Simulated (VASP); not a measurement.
Cd:

```
Cd
1.0
     2.97887    0.00000    0.00000
    -1.48944    2.57978    0.00000
     0.00000    0.00000    5.61765
Cd
2
Direct
  0.33333 0.66667 0.25000
  0.66667 0.33333 0.75000
```

```yaml
Program: VASP 6.6.1
Task: relaxation of cell and atoms
Functional: LDA
Potentials_or_basis: VASP PAW LDA potentials, release 64 (Cd_sv_GW)
Cutoff: 540 eV
k_mesh: 7 × 7 × 3
Occupations: fermi-dirac, width 0.05 eV
Spin: no spin polarisation
```

At the start: pressure -6.6 GPa; volume 21.59 Å³/atom.

Task: Where does the relaxation end?

Result: Over 8 steps the energy falls by 42.8 meV/atom and the volume is 19.77 Å³/atom (-8.4 %); space group P6_3/mmc (No. 194, to 0.05 Å).

Step by step:
```csv
step,energy change (eV),largest force (eV/Å),pressure (GPa),volume (Å³)
1,0.0000,0.0000,-6.61,43.17
2,-0.0577,0.0000,4.87,37.83
3,-0.0854,0.0000,-0.03,39.61
4,-0.0854,0.0000,-0.25,39.68
5,-0.0855,0.0000,-0.21,39.64
6,-0.0856,0.0000,-0.18,39.61
7,-0.0856,0.0000,0.15,39.47
8,-0.0856,0.0000,0.00,39.54
```

Final structure:
```yaml
crystal:
  lattice:
    - [2.88301, 0.00000, 0.00000]
    - [-1.44150, 2.49676, 0.00000]
    - [0.00000, 0.00000, 5.49259]
  atoms:
    - { symbol: Cd, position: [0.33333, 0.66667, 0.25000] }
    - { symbol: Cd, position: [0.66667, 0.33333, 0.75000] }
```

Caveat: the k points lie up to 0.38 Å⁻¹ apart in the final cell.
